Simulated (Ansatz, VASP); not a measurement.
## MgSe: VASP beside Ansatz

File INCAR:

```
ALGO = Normal
EDIFF = 1E-6
ENCUT = 600
GGA = PS
GGA_COMPAT = False
ISIF = 2
ISMEAR = 0
LASPH = True
LCHARG = False
LREAL = False
LWAVE = False
NBANDS = 11
NELM = 120
PREC = Accurate
SIGMA = 0.1
```

File KPOINTS:

```
k-points
0
Gamma
  6 6 6
```

File POSCAR:

```
MgSe
1.0
    0.0000000000      2.7250000000      2.7250000000
    2.7250000000      0.0000000000      2.7250000000
    2.7250000000      2.7250000000      0.0000000000
Mg Se
1 1
Direct
    0.0000000000      0.0000000000      0.0000000000
    0.5000000000      0.5000000000      0.5000000000
```

Input for Ansatz:

```yaml
crystal:
  lattice:
    - [0.0, 2.725, 2.725]
    - [2.725, 0.0, 2.725]
    - [2.725, 2.725, 0.0]
  atoms:
    - { symbol: Mg, position: [0.0, 0.0, 0.0] }
    - { symbol: Se, position: [0.5, 0.5, 0.5] }
basis:
  ecutwfc: 420
kpoints:
  mp_grid: { grid: [6, 6, 6] }
hamiltonian:
  xc: pbesol
  pseudopotentials: { kind: paw, azcp: { folder: soft_1 } }
scf:
  occupations: { method: gaussian, width: 0.1 }
output:
  forces: true
  stress: true
  eigenvalues: true
```

Alike in both runs: task single point; functional PBEsol; k mesh 6 × 6 × 6; occupations gaussian, width 0.1 eV; no spin polarisation.

```csv
,VASP,Ansatz
version,VASP 6.6.1,Ansatz 0.2.0
potentials or method,"VASP PAW PBE potentials, release 64 (Mg, Se), cutoff 600 eV","scalar-relativistic, plane waves, PAW"
valence electrons in the cell,8,26
```

Ansatz gave:

- gap on the k mesh at the Fermi level (eV): 1.77
- least direct gap on the mesh (eV): 2.50
- pressure (GPa): 0.0

**Question.** Which values does VASP return?

**Answer.** gap on the k mesh at the Fermi level (eV): 1.76; least direct gap on the mesh (eV): 2.50; pressure (GPa): 0.0.

VASP's potentials were made for PBE, not for PBEsol, and Ansatz warns of the same on its side. VASP's potentials hold 8 valence electrons a cell and Ansatz's 26, so a difference there can come from the potentials and not from the codes.
